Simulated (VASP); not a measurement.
# AgI (P6_3mc) in VASP: notebook, part 2 of 2

VASP 6.6.1. Earlier steps stand in the parts before.

**4. Single point, r2SCAN (uniaxial z strain +1.5%)**

POSCAR reads:

```
AgI
1.0
    4.6508717364      0.0000000000      0.0000000000
   -2.3254358682      4.0277730735      0.0000000000
    0.0000000000      0.0000000000      7.7132860812
Ag I
2 2
Direct
    0.3333333333      0.6666666667      0.0020376146
    0.6666666667      0.3333333333      0.5020376146
    0.3333333333      0.6666666667      0.3729623854
    0.6666666667      0.3333333333      0.8729623854
```

INCAR.step1 reads:

```
SYSTEM = AgI
  PREC = Accurate
  ENCUT = 550
  ISMEAR = 0
  SIGMA = 0.01
  LREAL = .FALSE.
  LASPH = .TRUE.
  NELM = 120
  NBANDS = 26
  GGA = PE
  ALGO = Normal
  EDIFF = 1E-5
  LWAVE = .TRUE.
  LCHARG = .FALSE.
  GGA_COMPAT = .FALSE.
```

INCAR.step2 reads:

```
SYSTEM = AgI
  PREC = Accurate
  ENCUT = 550
  EDIFF = 1E-6
  ISMEAR = 0
  SIGMA = 0.01
  LREAL = .FALSE.
  LASPH = .TRUE.
  NELM = 120
  ALGO = Normal
  ISIF = 2
  LWAVE = .FALSE.
  LCHARG = .TRUE.
  METAGGA = R2SCAN
  LMIXTAU = .TRUE.
  LELF = .TRUE.
  LVHAR = .TRUE.
  NBANDS = 26
  ISTART = 1
  GGA_COMPAT = .FALSE.
```

KPOINTS reads:

```
regular mesh
0
G
  6 6 4
  0 0 0
```

Potentials or basis: VASP PAW PBE potentials, release 64 (Ag, I).

Command:

```sh
$ cat potpaw_PBE.64/Ag/POTCAR potpaw_PBE.64/I/POTCAR > POTCAR
$ cp INCAR.step1 INCAR
$ mpirun -np 1 vasp_std > vasp.out
$ cp INCAR.step2 INCAR
$ mpirun -np 1 vasp_std > vasp.out
```

OUTCAR:

```text
SYSTEM = AgI
   PREC = Accurate
   ENCUT = 550
   EDIFF = 1E-6
   ISMEAR = 0
   LREAL = .FALSE.
   LASPH = .TRUE.
   NELM = 120
   ISIF = 2
   METAGGA = R2SCAN
   ISTART = 1

 ion  position               nearest neighbor table
   1  0.333  0.667  0.002-   3 2.86   4 2.86   4 2.86   4 2.86
   2  0.667  0.333  0.502-   4 2.86   3 2.86   3 2.86   3 2.86
   3  0.333  0.667  0.373-   1 2.86   2 2.86   2 2.86   2 2.86
   4  0.667  0.333  0.873-   2 2.86   1 2.86   1 2.86   1 2.86

  LATTYP: Found a hexagonal cell.
 ALAT       =     4.6508717364
 C/A-ratio  =     1.6584602884

  Lattice vectors:

 A1 = (   4.6508717364,   0.0000000000,   0.0000000000)
 A2 = (  -2.3254358682,   4.0277730735,   0.0000000000)
 A3 = (   0.0000000000,   0.0000000000,   7.7132860812)

Analysis of symmetry for initial positions (statically):
=====================================================================
 Subroutine PRICEL returns:
 Original cell was already a primitive cell.

 Routine SETGRP: Setting up the symmetry group for a
 hexagonal supercell.

 Subroutine GETGRP returns: Found 12 space group operations
 (whereof  6 operations were pure point group operations)
 out of a pool of 24 trial point group operations.

The static configuration has the point symmetry C_3v.
 The point group associated with its full space group is C_6v.

Analysis of symmetry for dynamics (positions and initial velocities):
=====================================================================
 Subroutine PRICEL returns:
 Original cell was already a primitive cell.

 Routine SETGRP: Setting up the symmetry group for a
 hexagonal supercell.

 Subroutine GETGRP returns: Found 12 space group operations
 (whereof  6 operations were pure point group operations)
 out of a pool of 24 trial point group operations.

The dynamic configuration has the point symmetry C_3v.
 The point group associated with its full space group is C_6v.

 Subroutine INISYM returns: Found 12 space group operations
 (whereof  6 operations are pure point group operations),
 and found     1 'primitive' translations

----------------------------------------------------------------------------------------

                                     Primitive cell

  volume of cell :     144.4903

  direct lattice vectors                    reciprocal lattice vectors
     4.650871736  0.000000000  0.000000000     0.215013455  0.124138076  0.000000000
    -2.325435868  4.027773073  0.000000000     0.000000000  0.248276152  0.000000000
     0.000000000  0.000000000  7.713286081     0.000000000  0.000000000  0.129646429

  length of vectors
     4.650871736  4.650871736  7.713286081     0.248276152  0.248276152  0.129646429

  position of ions in fractional coordinates (direct lattice)
     0.333333333  0.666666667  0.002037615
     0.666666667  0.333333333  0.502037615
     0.333333333  0.666666667  0.372962385
     0.666666667  0.333333333  0.872962385

  ion indices of the primitive-cell ions
   primitive index   ion index
                 1           1
                 2           2
                 3           3
                 4           4

----------------------------------------------------------------------------------------

 KPOINTS: regular mesh

Automatic generation of k-mesh.
 Grid dimensions read from file:
 generate k-points for:    6    6    4

 Generating k-lattice:

  Cartesian coordinates                     Fractional coordinates (reciprocal lattice)
     0.035835576  0.020689679  0.000000000     0.166666667  0.000000000  0.000000000
     0.000000000  0.041379359  0.000000000     0.000000000  0.166666667  0.000000000
     0.000000000  0.000000000  0.032411607     0.000000000  0.000000000  0.250000000

  Length of vectors
     0.041379359  0.041379359  0.032411607

  Shift w.r.t. Gamma in fractional coordinates (k-lattice)
     0.000000000  0.000000000  0.000000000

 Subroutine IBZKPT returns following result:
 ===========================================

 Found     21 irreducible k-points:

 Following reciprocal coordinates:
            Coordinates               Weight
  0.000000  0.000000  0.000000      1.000000
  0.166667  0.000000  0.000000      6.000000
  0.333333  0.000000  0.000000      6.000000
  0.500000  0.000000  0.000000      3.000000
  0.166667  0.166667  0.000000      6.000000
  0.333333  0.166667  0.000000     12.000000
[... 13 lines left out ...]
  0.333333  0.166667  0.500000     12.000000
  0.333333  0.333333  0.500000      2.000000
   k-points           NKPTS =     21   k-points in BZ     NKDIM =     21   number of bands    NBANDS=     26
   number of dos      NEDOS =    301   number of ions     NIONS =      4
   total plane-waves  NPLWV =  77760
   dimension x,y,z NGX =    36 NGY =   36 NGZ =   60
   dimension x,y,z NGXF=    72 NGYF=   72 NGZF=  120
   ions per type =               2   2
   NGX,Y,Z   is equivalent  to a cutoff of  12.87, 12.87, 12.93 a.u.
   NGXF,Y,Z  is equivalent  to a cutoff of  25.74, 25.74, 25.86 a.u.
 SYSTEM =  AgI
   PREC   = accura    normal or accurate (medium, high low for compatibility)
   ISTART =      1    job   : 0-new  1-cont  2-samecut
   ICHARG =      0    charge: 1-file 2-atom 10-const
   ISPIN  =      1    spin polarized calculation?
   LNONCOLLINEAR =      F non collinear calculations
   LSORBIT =      F    spin-orbit coupling
   LASPH  =      T    aspherical Exc in radial PAW
   ENCUT  =  550.0 eV  40.42 Ry    6.36 a.u.   8.89  8.89 14.75*2*pi/ulx,y,z
   NELM   =    120;   NELMIN=  2; NELMDL=  0     # of ELM steps
   EDIFF  = 0.1E-05   stopping-criterion for ELM
   LREAL  =      F    real-space projection
   EDIFFG = 0.1E-04   stopping-criterion for IOM
   NSW    =      0    number of steps for IOM
   IBRION =     -1    ionic relax: 0-MD 1-quasi-New 2-CG
   NFREE  =      0    steps in history (QN), initial steepest desc. (CG)
   ISIF   =      2    stress and relaxation
   ISYM   =      2    0-nonsym 1-usesym 2-fastsym
   POTIM  = 0.5000    time-step for ionic-motion
   TEBEG  =    0.0;   TEEND  =   0.0 temperature during run
   PSTRESS=    0.0 pullay stress
   NELECT =      36.0000    total number of electrons
   NUPDOWN=      -1.0000    fix difference up-down
   EMIN   =  10.00;   EMAX   =-10.00  energy-range for DOS
   EFERMI =   0.00;   METHOD = LEGACY
   ISMEAR =     0;   SIGMA  =   0.01  broadening in eV -4-tet -1-fermi 0-gaus
   EFERMI_NEDOS =   21; number of points for ismear=-14 and -15
   IALGO  =     38    algorithm
   IMIX   =      4    mixing-type and parameters
     AMIX     =   0.40;   BMIX     =  1.00
     AMIX_MAG =   1.60;   BMIX_MAG =  1.00
  volume/ion in A,a.u.               =      36.12       243.77
  Fermi-wavevector in a.u.,A,eV,Ry     =   1.030140  1.946681 14.438333  1.061188
  Thomas-Fermi vector in A             =   2.164223
   LORBIT       =      0    0 simple, 1 ext, 2 COOP (PROOUT), +10 PAW based schemes
   METAGGA = R2SCAN    functional components
   LHFCALC =     F    Hartree Fock is set to
   AEXX    =    0.0000 exact exchange contribution
   IVDW    =     0    specifies the selected vdW correction
   LEPSILON=     F    determine dielectric tensor
   LRPA    =     F    only Hartree local field effects (RPA)
 non-spin polarized calculation
 Gauss-broadening in eV      SIGMA  =   0.01
  energy-cutoff  :      550.00
  volume of cell :      144.49
 maximum number of plane-waves:      4254
 NGX is ok and might be reduce to    36
   NGX = 17   NGY = 17   NGZ = 29

 number of electron      36.0000003 magnetization

 Free energy of the ion-electron system (eV)
  ---------------------------------------------------
  ext. energy  EPLUGINS =         0.00000000
  ---------------------------------------------------
  free energy    TOTEN  =       -93.04739421 eV

  energy without entropy =      -93.04739421  energy(sigma->0) =      -93.04739421

 E-fermi :   2.3567     XC(G=0):  -8.6810

 val. band max:        2.2928521915   @ k =   0.0000   0.0000   0.0000
 cond. band min:       4.1104016333   @ k =   0.0000   0.0000   0.0000
 fundamental gap:      1.8175494417
 Fermi energy:         2.3567242642

 k-point     1 :       0.0000    0.0000    0.0000
  band No.  band energies     occupation
      1     -10.6222      2.00000
      2     -10.3680      2.00000
      3      -1.7329      2.00000
      4      -1.6905      2.00000
      5      -1.6905      2.00000
      6      -1.6190      2.00000
[... 598 lines left out ...]
     25      10.8776      0.00000
     26      10.8776      0.00000

------------------------ aborting loop because EDIFF is reached ----------------------------------------

  FORCE on cell =-STRESS in cart. coord.  units (eV):
  Direction    XX          YY          ZZ          XY          YZ          ZX
  --------------------------------------------------------------------------------------
  -------------------------------------------------------------------------------------
  Total       -0.4125278     -0.4125278     -0.6413129      0.0000000     -0.0000000     -0.0000000
  in kB       -4.5743034     -4.5743034     -7.1111820      0.0000000     -0.0000000     -0.0000000
  external PRESSURE =      -5.4199296 kB  Pullay stress =       0.0000000 kB

 VOLUME and BASIS-vectors are now :
 -----------------------------------------------------------------------------
  energy-cutoff  :      550.00
  volume of cell :      144.49
      direct lattice vectors                 reciprocal lattice vectors
     4.650871736  0.000000000  0.000000000     0.215013455  0.124138076  0.000000000
    -2.325435868  4.027773073  0.000000000     0.000000000  0.248276152  0.000000000
     0.000000000  0.000000000  7.713286081     0.000000000  0.000000000  0.129646429

 POSITION                                       TOTAL-FORCE (eV/Angst)
 -----------------------------------------------------------------------------------
     -0.00000      2.68518      0.01572        -0.000000      0.000000     -0.001540
      2.32544      1.34259      3.87236         0.000000     -0.000000     -0.001540
     -0.00000      2.68518      2.87677        -0.000000      0.000000      0.001540
      2.32544      1.34259      6.73341         0.000000     -0.000000      0.001540
 -----------------------------------------------------------------------------------
    total drift:                               -0.000000      0.000000     -0.000977

  FREE ENERGIE OF THE ION-ELECTRON SYSTEM (eV)
  ---------------------------------------------------
  free  energy   TOTEN  =       -93.0473942088 eV

  energy  without entropy=      -93.0473942088  energy(sigma->0) =      -93.04739421
```

It took 4 min on 1 thread of Intel Xeon Platinum 8259CL at 2.50GHz (Skylake/Cascade Lake), shared host; peak memory 0.33 GiB.

What came out:

```
Free energy            : -93.0474 eV
Pressure               : -0.5 GPa
Band gap on the k mesh : 1.82 eV, direct
```

Caveat: the cell differs from its parent crystal (uniaxial z strain +1.5%); the PAW data sets were made with another functional, which shifts forces and pressure a little; spin-orbit coupling is left out, which moves the levels of the heavy elements.

**5. Summary**

```csv
level,cell,cutoff (eV),smearing,gap on the mesh (eV),pressure (GPa)
PBE,"a = 4.651, b = 4.651, c = 7.713 Å, angles 90.0, 90.0, 120.0°, 4 atoms",500,fermi-dirac 0.02 eV,1.36,0.1
PBE,"a = 4.697, b = 4.697, c = 7.675 Å, angles 90.0, 90.0, 120.0°, 4 atoms",500,fermi-dirac 0.02 eV,1.37,-0.2
r2SCAN,"a = 4.651, b = 4.651, c = 7.713 Å, angles 90.0, 90.0, 120.0°, 4 atoms",550,gaussian 0.01 eV,1.82,-0.5
```

Alike in all rows: task single point; potentials or basis VASP PAW PBE potentials, release 64 (Ag, I); no spin polarisation; k mesh 6 × 6 × 4.

Caveats: spin-orbit coupling is left out, which moves the levels of the heavy elements; the PAW data sets were made with another functional, which shifts forces and pressure a little (some runs).

Absolute energies hang on the potentials; compare differences alone.
